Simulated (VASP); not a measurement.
Here is a VASP 6.6.1 calculation.

The input INCAR:

```
SYSTEM = GaIr4
ALGO = Fast ; EDIFF = 1E-7
ENCUT = 520 ; GGA = PE
ISIF = 2 ; ISMEAR = 0
LASPH = .TRUE. ; LCHARG = .FALSE.
LREAL = .FALSE. ; LWAVE = .FALSE.
NBANDS = 32 ; NELM = 100
PREC = Accurate ; SIGMA = 0.1
```

Contents of KPOINTS:

```
k-points
0
G
  10 10 10
  0 0 0
```

The input POSCAR:

```
GaIr4
1.0
   -2.7886506899      2.7886506899      2.7886506899
    2.7886506899     -2.7886506899      2.7886506899
    2.7886506899      2.7886506899     -2.7886506899
Ga Ir
1 4
Direct
    0.0000000000      0.0000000000      0.0000000000
    0.0000000000      0.5000000000      0.0000000000
    0.5000000000      0.5000000000      0.5000000000
    0.0000000000      0.0000000000      0.5000000000
    0.5000000000      0.0000000000      0.0000000000
```

Potentials or basis: VASP PAW PBE potentials, release 64 (Ga_d, Ir).

Run with:

```console
$ cat potpaw_PBE.64/Ga_d/POTCAR potpaw_PBE.64/Ir/POTCAR > POTCAR
$ mpirun -np 1 vasp_std > vasp.out
```

Predict the pressure.

0.5 GPa.
